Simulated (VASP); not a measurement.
Runs of VASP 6.6.1 on In5GaAsP5 (an interface model). The cell holds layers of an interface, 12 atoms: a = 4.002 Å, b = 5.660 Å, c = 12.681 Å, α = 90.00°, β = 90.00°, γ = 90.00°. 

```csv
level,k mesh,smearing,gap on the mesh (eV),pressure (GPa),largest force (eV/Å)
PBEsol,4 × 3 × 1,fermi-dirac 0.05 eV,(a),5.7,3.00
revPBE,4 × 3 × 1,gaussian 0.01 eV,0.57,10.1,3.13
PBEsol+D3(BJ),2 × 2 × 2,fermi-dirac 0.05 eV,0.36,4.5,3.12
PBEsol,4 × 3 × 1,gaussian 0.05 eV,(c),5.7,3.00
PBEsol,1 × 1 × 2,fermi-dirac 0.05 eV,(b),13.9,3.12
```

Alike in all rows: task single point; potentials or basis VASP PAW PBE potentials, release 64 (In_d, P, As, Ga_d); no spin polarisation; cell as given; cutoff (eV) 520.

Problem. Fill in the values left out.

Solution. (a) 0.41; (b) 0.25; (c) 0.40.

Caveats: all runs use coarse meshes; the PAW data sets were made with another functional, which shifts forces and pressure a little; spin-orbit coupling is left out, which moves the levels of the heavy elements; three body term missing (at least some runs).

A k mesh can miss the band edges, and the runs leave out spin-orbit coupling on As, Ga, In.
